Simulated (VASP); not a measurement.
# BaHfO3 (klda) (Pm-3m) in VASP: notebook

Runs on BaHfO3 (klda). Level: LDA. Tasks: single point, relaxation of cell and atoms.

Everything below comes from runs of VASP 6.6.1. Logs are shortened: lines on timing, memory, paths and dates and some standing lists are left out, and cuts for length are marked.

### Step 1. The cell of the first run

The structure is cubic, space group Pm-3m (No. 221). The conventional cell has a = 4.170 Å, b = 4.170 Å, c = 4.170 Å, α = 90.00°, β = 90.00°, γ = 90.00°. Ba (site symmetry m-3m) has 12 O at 2.95 Å and 8 Hf at 3.61 Å within 3.9 Å. Hf (site symmetry m-3m) has 6 O at 2.08 Å within 2.8 Å. O (site symmetry 4/mmm) has 2 Hf at 2.08 Å within 2.8 Å.

### Step 2. Single point, LDA

File INCAR:

```
PREC     = Accurate       # precision mode
ENCUT    = 520            # plane-wave cutoff, eV
EDIFF    = 1E-6           # SCF threshold, eV
ISMEAR   = 0              # smearing method
SIGMA    = 0.1            # smearing width, eV
LREAL    = False          # projectors in reciprocal space
LASPH    = True           # aspherical terms in the spheres
NELM     = 60             # most SCF steps
ALGO     = Normal         # electronic algorithm
ISIF     = 2              # what is computed and relaxed
LWAVE    = False          # write WAVECAR
LCHARG   = True           # write CHGCAR
GGA      = CA             # functional
LELF     = True           # ELF
LVHAR    = True         
NBANDS   = 27             # bands
```

File KPOINTS:

```
Automatic mesh
0
Gamma
  4 4 4
```

File POSCAR:

```
BaHfO3
1.0
    4.1698367400      0.0000000000      0.0000000000
    0.0000000000      4.1698367400      0.0000000000
    0.0000000000      0.0000000000      4.1698367400
Ba Hf O
1 1 3
Direct
    0.5000000000      0.5000000000      0.5000000000
    0.0000000000      0.0000000000      0.0000000000
    0.0000000000      0.5000000000      0.0000000000
    0.5000000000      0.0000000000      0.0000000000
    0.0000000000      0.0000000000      0.5000000000
```

Potentials or basis: VASP PAW LDA potentials, release 64 (Ba_sv, Hf_pv, O).

Command:

```
> cat potpaw_LDA.64/Ba_sv/POTCAR potpaw_LDA.64/Hf_pv/POTCAR potpaw_LDA.64/O/POTCAR > POTCAR
> mpirun -np 1 vasp_std > vasp.out
```

OUTCAR:

```text
PREC = Accurate
   ENCUT = 520
   EDIFF = 1E-6
   ISMEAR = 0
   LREAL = False
   LASPH = True
   NELM = 60
   ISIF = 2
   GGA = CA

 ion  position               nearest neighbor table
   1  0.500  0.500  0.500-   3 2.95   4 2.95   5 2.95   3 2.95   4 2.95   4 2.95   5 2.95   4 2.95
                             3 2.95   5 2.95   3 2.95   5 2.95   2 3.61   2 3.61   2 3.61   2 3.61
   2  0.000  0.000  0.000-   3 2.08   4 2.08   5 2.08   5 2.08   3 2.08   4 2.08   1 3.61   1 3.61
                             1 3.61   1 3.61   1 3.61   1 3.61   1 3.61   1 3.61
   3  0.000  0.500  0.000-   2 2.08   2 2.08   1 2.95   1 2.95   1 2.95   1 2.95
   4  0.500  0.000  0.000-   2 2.08   2 2.08   1 2.95   1 2.95   1 2.95   1 2.95
   5  0.000  0.000  0.500-   2 2.08   2 2.08   1 2.95   1 2.95   1 2.95   1 2.95

  LATTYP: Found a simple cubic cell.
 ALAT       =     4.1698367400

  Lattice vectors:

 A1 = (   4.1698367400,   0.0000000000,   0.0000000000)
 A2 = (   0.0000000000,   4.1698367400,   0.0000000000)
 A3 = (   0.0000000000,   0.0000000000,   4.1698367400)

Analysis of symmetry for initial positions (statically):
=====================================================================
 Subroutine PRICEL returns:
 Original cell was already a primitive cell.

 Routine SETGRP: Setting up the symmetry group for a
 simple cubic supercell.

 Subroutine GETGRP returns: Found 48 space group operations
 (whereof 48 operations were pure point group operations)
 out of a pool of 48 trial point group operations.

The static configuration has the point symmetry O_h .

Analysis of symmetry for dynamics (positions and initial velocities):
=====================================================================
 Subroutine PRICEL returns:
 Original cell was already a primitive cell.

 Routine SETGRP: Setting up the symmetry group for a
 simple cubic supercell.

 Subroutine GETGRP returns: Found 48 space group operations
 (whereof 48 operations were pure point group operations)
 out of a pool of 48 trial point group operations.

The dynamic configuration has the point symmetry O_h .

 Subroutine INISYM returns: Found 48 space group operations
 (whereof 48 operations are pure point group operations),
 and found     1 'primitive' translations

----------------------------------------------------------------------------------------

                                     Primitive cell

  volume of cell :      72.5032

  direct lattice vectors                    reciprocal lattice vectors
     4.169836740  0.000000000  0.000000000     0.239817543  0.000000000  0.000000000
[... 82 lines left out ...]
   NFREE  =      0    steps in history (QN), initial steepest desc. (CG)
   ISIF   =      2    stress and relaxation
   ISYM   =      2    0-nonsym 1-usesym 2-fastsym
   POTIM  = 0.5000    time-step for ionic-motion
   TEBEG  =    0.0;   TEEND  =   0.0 temperature during run
   PSTRESS=    0.0 pullay stress
   NELECT =      38.0000    total number of electrons
   NUPDOWN=      -1.0000    fix difference up-down
   EMIN   =  10.00;   EMAX   =-10.00  energy-range for DOS
   EFERMI =   0.00;   METHOD = LEGACY
   ISMEAR =     0;   SIGMA  =   0.10  broadening in eV -4-tet -1-fermi 0-gaus
   EFERMI_NEDOS =   21; number of points for ismear=-14 and -15
   IALGO  =     38    algorithm
   IMIX   =      4    mixing-type and parameters
     AMIX     =   0.40;   BMIX     =  1.00
     AMIX_MAG =   1.60;   BMIX_MAG =  1.00
  volume/ion in A,a.u.               =      14.50        97.86
  Fermi-wavevector in a.u.,A,eV,Ry     =   1.319928  2.494303 23.704213  1.742210
  Thomas-Fermi vector in A             =   2.449791
   LORBIT       =      0    0 simple, 1 ext, 2 COOP (PROOUT), +10 PAW based schemes
   GGA     = CA    functional components
   LHFCALC =     F    Hartree Fock is set to
   AEXX    =    0.0000 exact exchange contribution
   IVDW    =     0    specifies the selected vdW correction
   LEPSILON=     F    determine dielectric tensor
   LRPA    =     F    only Hartree local field effects (RPA)
 non-spin polarized calculation
 Gauss-broadening in eV      SIGMA  =   0.10
  energy-cutoff  :      520.00
  volume of cell :       72.50
 maximum number of plane-waves:      1972
 NGX is ok and might be reduce to    32
   NGX = 15   NGY = 15   NGZ = 15

 number of electron      38.0000009 magnetization

 Free energy of the ion-electron system (eV)
  ---------------------------------------------------
  ext. energy  EPLUGINS =         0.00000000
  ---------------------------------------------------
  free energy    TOTEN  =       -47.60016199 eV

  energy without entropy =      -47.60016199  energy(sigma->0) =      -47.60016199

 E-fermi :   2.7184     XC(G=0): -11.3054

 val. band max:        2.1817647733   @ k =   0.5000   0.5000   0.5000
 cond. band min:       5.5891681252   @ k =   0.0000   0.0000   0.0000
 fundamental gap:      3.4074033519
 Fermi energy:         2.7184484571

 k-point     1 :       0.0000    0.0000    0.0000
  band No.  band energies     occupation
      1     -26.4086      2.00000
      2     -26.4086      2.00000
      3     -26.4086      2.00000
      4     -22.8847      2.00000
      5     -14.1984      2.00000
      6     -13.6338      2.00000
[... 289 lines left out ...]
     26      11.4841      0.00000
     27      11.4841      0.00000

------------------------ aborting loop because EDIFF is reached ----------------------------------------

  FORCE on cell =-STRESS in cart. coord.  units (eV):
  Direction    XX          YY          ZZ          XY          YZ          ZX
  --------------------------------------------------------------------------------------
  -------------------------------------------------------------------------------------
  Total       -2.6764872     -2.6764872     -2.6764872      0.0000000      0.0000000     -0.0000000
  in kB      -59.1450775    -59.1450775    -59.1450775      0.0000000      0.0000000     -0.0000000
  external PRESSURE =     -59.1450775 kB  Pullay stress =       0.0000000 kB

 VOLUME and BASIS-vectors are now :
 -----------------------------------------------------------------------------
  energy-cutoff  :      520.00
  volume of cell :       72.50
      direct lattice vectors                 reciprocal lattice vectors
     4.169836740  0.000000000  0.000000000     0.239817543  0.000000000  0.000000000
     0.000000000  4.169836740  0.000000000     0.000000000  0.239817543  0.000000000
     0.000000000  0.000000000  4.169836740     0.000000000  0.000000000  0.239817543

 POSITION                                       TOTAL-FORCE (eV/Angst)
 -----------------------------------------------------------------------------------
      2.08492      2.08492      2.08492         0.000000      0.000000      0.000000
      0.00000      0.00000      0.00000         0.000000      0.000000      0.000000
      0.00000      2.08492      0.00000         0.000000      0.000000      0.000000
      2.08492      0.00000      0.00000         0.000000      0.000000      0.000000
      0.00000      0.00000      2.08492         0.000000      0.000000      0.000000
 -----------------------------------------------------------------------------------
    total drift:                                0.000000      0.000000     -0.000000

  FREE ENERGIE OF THE ION-ELECTRON SYSTEM (eV)
  ---------------------------------------------------
  free  energy   TOTEN  =       -47.6001619916 eV

  energy  without entropy=      -47.6001619916  energy(sigma->0) =      -47.60016199
```

OSZICAR:

```text
N       E                     dE             d eps       ncg     rms          rms(c)
DAV:   1     0.213517189139E+03    0.21352E+03   -0.20452E+04   540   0.135E+03
DAV:   2    -0.418396837791E+02   -0.25536E+03   -0.24476E+03   693   0.312E+02
DAV:   3    -0.540632364812E+02   -0.12224E+02   -0.12168E+02   680   0.663E+01
DAV:   4    -0.544405443702E+02   -0.37731E+00   -0.37693E+00   802   0.817E+00
DAV:   5    -0.544432132658E+02   -0.26689E-02   -0.26688E-02   666   0.692E-01    0.611E+01
DAV:   6    -0.479571771844E+02    0.64860E+01   -0.33042E+01   599   0.318E+01    0.531E+01
DAV:   7    -0.476859413952E+02    0.27124E+00   -0.20850E+00   648   0.870E+00    0.336E+01
DAV:   8    -0.476197348037E+02    0.66207E-01   -0.31227E-01   638   0.401E+00    0.708E+00
DAV:   9    -0.476007545184E+02    0.18980E-01   -0.58961E-02   611   0.161E+00    0.235E+00
DAV:  10    -0.476003113474E+02    0.44317E-03   -0.71226E-03   667   0.475E-01    0.774E-01
DAV:  11    -0.476001600994E+02    0.15125E-03   -0.80350E-04   642   0.158E-01    0.442E-02
DAV:  12    -0.476001621316E+02   -0.20322E-05   -0.42234E-05   701   0.395E-02    0.101E-01
DAV:  13    -0.476001619916E+02    0.14000E-06   -0.25104E-06   620   0.101E-02
   1 F= -.47600162E+02 E0= -.47600162E+02  d E =-.837762E-15
```

Run time: 7.1 s. Hardware: 1 thread of Intel Xeon 6975P-C (Granite Rapids), shared host; peak memory 0.16 GiB.

Results:

* Free energy: -47.6002 eV
* Pressure: -5.9 GPa
* Band gap on the k mesh: 3.41 eV, indirect (least direct gap 3.62 eV)

Caveat: spin-orbit coupling is left out, which moves the levels of the heavy elements. LDA gaps usually lie below the measured ones, often by a third to a half.

### Step 3. Single point, LDA

This run uses another cell than the first one, of 14.01 Å³/atom, 0.966 times its volume.

File INCAR:

```
SYSTEM = BaHfO3
PREC = Accurate ; ENCUT = 520
EDIFF = 1E-6 ; ISMEAR = 0
SIGMA = 0.02 ; LREAL = .FALSE.
LASPH = .TRUE. ; NELM = 100
ALGO = Normal ; ISIF = 2
LWAVE = .FALSE. ; LCHARG = .FALSE.
NBANDS = 27
```

File KPOINTS:

```
regular mesh
0
G
  6 6 6
  0 0 0
```

Changes to POSCAR since step 2:

```diff
@@ -2,5 +2,5 @@
 1.0
-    4.1698367400      0.0000000000      0.0000000000
-    0.0000000000      4.1698367400      0.0000000000
-    0.0000000000      0.0000000000      4.1698367400
+    4.1217874327      0.0000000000      0.0000000000
+    0.0000000000      4.1217874327      0.0000000000
+    0.0000000000      0.0000000000      4.1217874327
 Ba Hf O
```

Potentials or basis: VASP PAW LDA potentials, release 64 (Ba_sv, Hf_pv, O).

Command:

```
> cat potpaw_LDA.64/Ba_sv/POTCAR potpaw_LDA.64/Hf_pv/POTCAR potpaw_LDA.64/O/POTCAR > POTCAR
> mpirun -np 1 vasp_std > vasp.out
```

It took 11 s on 1 thread of Intel Xeon 6975P-C (Granite Rapids), shared host; peak memory 0.17 GiB.

It converged, with:

* Free energy: -47.6551 eV
* Pressure: 0.1 GPa
* Band gap on the k mesh: 3.47 eV, indirect (least direct gap 3.64 eV)

Levels at points of the mesh, in eV from the valence-band top:
```csv
k point,band 16,band 17,band 18,band 19,band 20,band 21,band 22,band 23
"(0.00, 0.00, 0.00)",-1.05,-0.17,-0.17,-0.17,3.47,3.47,3.47,4.60
"(0.50, 0.00, 0.00)",-1.81,-1.81,-0.47,-0.47,4.07,6.48,6.48,6.54
"(0.50, 0.50, 0.00)",-0.92,-0.92,-0.92,-0.08,6.38,6.38,6.80,6.99
"(0.50, 0.50, 0.50)",-2.55,0.00,0.00,0.00,6.12,6.12,6.12,8.06
```

Caveat: spin-orbit coupling is left out, which moves the levels of the heavy elements. As with any semilocal functional, this LDA gap is likely too small.

### Step 4. Relaxation of cell and atoms, LDA

File INCAR:

```
PREC = Accurate
ENCUT = 600
EDIFF = 1E-7
ISMEAR = 0
SIGMA = 0.02
LREAL = False
LASPH = True
NELM = 100
ALGO = Normal
ISIF = 3
LWAVE = False
LCHARG = False
GGA = CA
IBRION = 2
NSW = 100
EDIFFG = -0.002
```

File KPOINTS:

```
Automatic mesh
0
Gamma
  6 6 6
```

Changes to POSCAR since step 3:

```diff
@@ -2,5 +2,5 @@
 1.0
-    4.1217874327      0.0000000000      0.0000000000
-    0.0000000000      4.1217874327      0.0000000000
-    0.0000000000      0.0000000000      4.1217874327
+    4.1698367400      0.0000000000      0.0000000000
+    0.0000000000      4.1698367400      0.0000000000
+    0.0000000000      0.0000000000      4.1698367400
 Ba Hf O
```

Command:

```
> cat potpaw_LDA.64/Ba_sv/POTCAR potpaw_LDA.64/Hf_pv/POTCAR potpaw_LDA.64/O/POTCAR > POTCAR
> mpirun -np 1 vasp_std > vasp.out
```

Wall time 43 s (1 thread of Intel Xeon 6975P-C (Granite Rapids), shared host); peak memory 0.2 GiB.

It converged, with:

* Free energy: -47.6679 eV
* Relaxed volume: 14.00 Å³/atom
* Relaxed cell: a = 4.121 Å, b = 4.121 Å, c = 4.121 Å, α = 90.00°, β = 90.00°, γ = 90.00°
* Space group after relaxing (to 0.05 Å): Pm-3m (No. 221)
* Energy gained by relaxing: 10.0 meV/atom
* Ionic steps: 3
* Pressure after relaxing: 0.0 GPa
* Band gap on the k mesh: 3.48 eV, indirect (least direct gap 3.64 eV)

The path:
```tsv
step	energy change (eV)	largest force (eV/Å)	pressure (GPa)	volume (Å³)
1	0.0000	0.0000	-6.11	72.50
2	0.0378	0.0000	9.39	66.85
3	-0.0499	0.0000	0.00	70.00
```

Final structure:
```
Ba Hf O
1.0
     4.12122    0.00000    0.00000
     0.00000    4.12122    0.00000
     0.00000    0.00000    4.12122
Ba Hf O
1 1 3
Direct
  0.50000 0.50000 0.50000
  0.00000 0.00000 0.00000
  0.00000 0.50000 0.00000
  0.50000 0.00000 0.00000
  0.00000 0.00000 0.50000
```

Levels at points of the mesh, in eV from the valence-band top:
| k point | band 17 | band 18 | band 19 | band 20 | band 21 | band 22 |
| --- | --- | --- | --- | --- | --- | --- |
| (0.00, 0.00, 0.00) | -0.17 | -0.17 | -0.17 | 3.48 | 3.48 | 3.48 |
| (0.50, 0.00, 0.00) | -1.81 | -0.47 | -0.47 | 4.07 | 6.49 | 6.49 |
| (0.50, 0.50, 0.00) | -0.92 | -0.92 | -0.08 | 6.38 | 6.38 | 6.80 |
| (0.50, 0.50, 0.50) | 0.00 | 0.00 | 0.00 | 6.13 | 6.13 | 6.13 |

Caveat: spin-orbit coupling is left out, which moves the levels of the heavy elements. A k mesh can miss the band edges.

### Step 5. Summary

```tsv
task	cell	k mesh	cutoff (eV)	smearing	gap on the mesh (eV)	pressure (GPa)
single point	a = 4.170 Å, 5 atoms	4 × 4 × 4	520	gaussian 0.1 eV	3.41	-5.9
single point	a = 4.122 Å, 5 atoms	6 × 6 × 6	520	gaussian 0.02 eV	3.47	0.1
relaxation of cell and atoms	relaxed from a = 4.170 Å, 5 atoms	6 × 6 × 6	600	gaussian 0.02 eV	3.48	0.0
```

Alike in all rows: level LDA; potentials or basis VASP PAW LDA potentials, release 64 (Ba_sv, Hf_pv, O); no spin polarisation.

Caveats: spin-orbit coupling is left out, which moves the levels of the heavy elements.

Absolute energies hang on the potentials; compare differences alone.
